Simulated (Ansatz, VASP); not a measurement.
## One calculation of Ir2Ru, two programs

INCAR

```
SYSTEM = Ir2Ru
PREC = Accurate
ENCUT = 520
EDIFF = 1E-6
ISMEAR = 0
SIGMA = 0.1
LREAL = .FALSE.
LASPH = .TRUE.
NELM = 100
ALGO = Normal
ISIF = 2
LWAVE = .FALSE.
LCHARG = .FALSE.
GGA = PE
NBANDS = 41
```

KPOINTS

```
regular mesh
0
G
  6 6 2
  0 0 0
```

File POSCAR:

```
Ir2Ru
1.0
    2.6847687800      0.0000000000      0.0000000000
   -1.3423843900      2.3250779600      0.0000000000
    0.0000000000      0.0000000000     13.3933219900
Ru Ir
2 4
Direct
    0.6666666700      0.3333333300      0.9166666700
    0.3333333300      0.6666666700      0.0833333300
    0.6666666700      0.3333333300      0.2500000000
    0.6666666700      0.3333333300      0.5833333300
    0.3333333300      0.6666666700      0.7500000000
    0.3333333300      0.6666666700      0.4166666700
```

Input for Ansatz:

```yaml
crystal:
  lattice:
    - [2.68476878, 0.0, 0.0]
    - [-1.34238439, 2.32507796, 0.0]
    - [0.0, 0.0, 13.39332199]
  atoms:
    - { symbol: Ru, position: [0.66666667, 0.33333333, 0.91666667] }
    - { symbol: Ru, position: [0.33333333, 0.66666667, 0.08333333] }
    - { symbol: Ir, position: [0.66666667, 0.33333333, 0.25] }
    - { symbol: Ir, position: [0.66666667, 0.33333333, 0.58333333] }
    - { symbol: Ir, position: [0.33333333, 0.66666667, 0.75] }
    - { symbol: Ir, position: [0.33333333, 0.66666667, 0.41666667] }
basis:
  ecutwfc: 420
kpoints:
  mp_grid: { grid: [6, 6, 2] }
hamiltonian:
  xc: pbe
scf:
  occupations: { method: gaussian, width: 0.1 }
  lower_state_search: "off"
output:
  forces: true
  stress: true
  eigenvalues: true
```

Alike in both runs: task single point; functional PBE; k mesh 6 × 6 × 2; occupations gaussian, width 0.1 eV; no spin polarisation.

|  | VASP | Ansatz |
| --- | --- | --- |
| version | VASP 6.6.1 | Ansatz 0.2.0 |
| potentials or method | VASP PAW PBE potentials, release 64 (Ru_pv, Ir), cutoff 520 eV | scalar-relativistic, plane waves, PAW |
| valence electrons in the cell | 64 | 100 |

Ansatz gave:

```
gap on the k mesh at the Fermi level (eV)                     : none
pressure (GPa)                                                : 10.7
traceless stress, the component that is largest in VASP (GPa) : -16.49
rms of the force components (eV/Å)                            : 0.266
```

Task: Which values does VASP return?

Result: gap on the k mesh at the Fermi level (eV): none; pressure (GPa): 11.2; traceless stress, the component that is largest in VASP (GPa): -16.41; rms of the force components (eV/Å): 0.278.

Atom by atom the forces differ by 0.012 eV/Å (rms over components). A gap of «none» marks a metal or a gap that the smearing closes. VASP's potentials hold 64 valence electrons a cell and Ansatz's 100, so a difference there can come from the potentials and not from the codes.

The k mesh is coarse, so the values compare programs but aren't converged. Spin-orbit coupling is off throughout.
